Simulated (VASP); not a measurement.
# BiS: single point with PBEsol

Crystal: BiS.

```
CELL_PARAMETERS angstrom
3.56795 0.00000 0.00000
0.00000 3.56795 0.00000
0.00000 0.00000 3.56795
ATOMIC_POSITIONS crystal
Bi 0.00000 0.00000 0.00000
S 0.50000 0.50000 0.50000
```

```yaml
Program: VASP 6.6.1
Task: single point
Functional: PBEsol
Potentials_or_basis: VASP PAW PBE potentials, release 64 (Bi_d, S)
Cutoff: 520 eV
k_mesh: 10 × 10 × 10
Occupations: gaussian, width 0.05 eV
Spin: no spin polarisation
```

```json
{"Pressure": "-3.0 GPa", "Band gap on the k mesh": "zero (an odd number of electrons rules out a gap without spin polarisation)"}
```

Levels at points of the mesh, in eV from the Fermi level:
```tsv
k point	band 7	band 8	band 9	band 10	band 11	band 12	band 13	band 14
(0.00, 0.00, 0.00)	-9.30	-3.24	-3.24	-3.24	3.66	3.66	4.44	4.44
(0.50, 0.00, 0.00)	-12.30	-1.91	-1.81	-1.81	-1.79	1.53	1.53	5.23
(0.50, 0.50, 0.00)	-10.81	-6.47	-6.47	-1.53	2.40	2.40	3.31	5.74
(0.50, 0.50, 0.50)	-9.64	-4.01	-4.01	-4.01	-2.91	-2.91	-2.91	12.66
```

Wall time 54 s on 1 thread of Intel Xeon 8259CL, on a shared host, peak memory 0.18 GiB.

Caveat: the cell stands under tension; the PAW data sets were made with another functional, which shifts forces and pressure a little; spin-orbit coupling is left out, which moves the levels of the heavy elements.
